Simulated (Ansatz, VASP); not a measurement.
# Ba: VASP beside Ansatz

Contents of INCAR:

```
PREC = Accurate
ENCUT = 520
EDIFF = 1E-7
ISMEAR = 0
SIGMA = 0.1
LREAL = False
LASPH = True
NELM = 100
ALGO = Normal
ISIF = 2
LWAVE = False
LCHARG = True
GGA = PS
LELF = True
LVHAR = True
NBANDS = 11
```

File KPOINTS:

```
Automatic mesh
0
Gamma
  14 14 14
```

File POSCAR:

```
Ba
1.0
   -2.2781506284      2.2781506284      2.2781506284
    2.2781506284     -2.2781506284      2.2781506284
    2.2781506284      2.2781506284     -2.2781506284
Ba
1
Direct
    0.0000000000      0.0000000000      0.0000000000
```

Input for Ansatz:

```yaml
crystal:
  lattice:
    - [-2.2781506284, 2.2781506284, 2.2781506284]
    - [2.2781506284, -2.2781506284, 2.2781506284]
    - [2.2781506284, 2.2781506284, -2.2781506284]
  atoms:
    - { symbol: Ba, position: [0.0, 0.0, 0.0] }
basis:
  ecutwfc: 420
kpoints:
  mp_grid: { grid: [14, 14, 14] }
hamiltonian:
  xc: pbesol
scf:
  occupations: { method: gaussian, width: 0.1 }
output:
  forces: true
  stress: true
  eigenvalues: true
```

Alike in both runs: task single point; functional PBEsol; k mesh 14 × 14 × 14; occupations gaussian, width 0.1 eV; no spin polarisation.

|  | VASP | Ansatz |
| --- | --- | --- |
| version | VASP 6.6.1 | Ansatz 0.2.0 |
| potentials or method | VASP PAW PBE potentials, release 64 (Ba_sv), cutoff 520 eV | scalar-relativistic, plane waves, PAW |
| valence electrons in the cell | 10 | 10 |

```tsv
	VASP	Ansatz	Ansatz less VASP
gap on the k mesh at the Fermi level (eV)	none	none	-
pressure (GPa)	2.7	2.5	-0.24
```

VASP's potentials were made for PBE, not for PBEsol. A gap of «none» marks a metal or a gap that the smearing closes.

Spin-orbit coupling is off throughout.
